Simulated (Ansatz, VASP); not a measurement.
Two plane-wave programs on KI

```
K I
1.0
     0.00000    3.50791    3.50791
     3.50791    0.00000    3.50791
     3.50791    3.50791    0.00000
K I
1 1
Direct
  0.00000 0.00000 0.00000
  0.50000 0.50000 0.50000
```

Alike in both runs: task single point; functional HSE06; k mesh 3 × 3 × 3; no spin polarisation.

```csv
,VASP,Ansatz
version,VASP 6.6.1,Ansatz 0.2.0
potentials or method,"VASP PAW PBE potentials, release 64 (K_sv, I), cutoff 520 eV",PAW plane waves
occupations,"fermi-dirac, width 0.1 eV",fermi-dirac
valence electrons in the cell,16,26
```

Ansatz gave:

- gap on the k mesh at the Fermi level (eV): 5.02
- pressure (GPa): 0.7

Question: Estimate VASP's values.

Answer: gap on the k mesh at the Fermi level (eV): 5.01; pressure (GPa): 0.8.

VASP's potentials hold 16 valence electrons a cell and Ansatz's 26, so a difference there can come from the potentials and not from the codes. Ansatz's warnings: stress exchange threshold loose, stress scf threshold loose.

The k mesh is coarse, so the values compare programs but aren't converged. Spin-orbit coupling is off throughout.
